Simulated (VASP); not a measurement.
# AlN (d3): single point with PBEsol+D3(BJ)

Crystal: AlN (d3).

```
Al N
1.0
     0.00000    1.96732    1.96732
     1.96732    0.00000    1.96732
     1.96732    1.96732    0.00000
Al N
1 1
Direct
  0.50000 0.50000 0.50000
  0.00000 0.00000 0.00000
```

This cell differs from its parent crystal: volume scaled by 0.94.

- Program: VASP 6.6.1
- Task: single point
- Functional: PBEsol
- Dispersion: D3(BJ)
- Potentials or basis: VASP PAW PBE potentials, release 64 (Al, N)
- Cutoff: 600 eV
- k mesh: 10 × 10 × 10
- Occupations: gaussian, width 0.02 eV
- Spin: no spin polarisation

The pressure is 19.0 GPa, the band gap on the k mesh is 4.98 eV, indirect (least direct gap 6.89 eV) and the dispersion energy per atom is -0.311 eV.

Levels at points of the mesh, in eV from the valence-band top:
```tsv
k point	band 1	band 2	band 3	band 4	band 5	band 6	band 7	band 8	band 9
(0.00, 0.00, 0.00)	-18.32	0.00	0.00	0.00	6.89	12.28	12.28	12.28	17.59
(0.50, 0.00, 0.00)	-14.68	-8.91	-1.25	-1.25	6.57	11.57	11.57	14.47	16.91
(0.50, 0.50, 0.00)	-13.56	-8.02	-3.04	-3.04	4.98	5.36	14.99	18.48	18.48
```

Run time: 5.8 s on 1 thread of Intel Xeon 6975P-C, with other jobs on the host, peak memory 0.15 GiB.

Caveat: the PAW data sets were made with another functional, which shifts forces and pressure a little. A k mesh can miss the band edges.
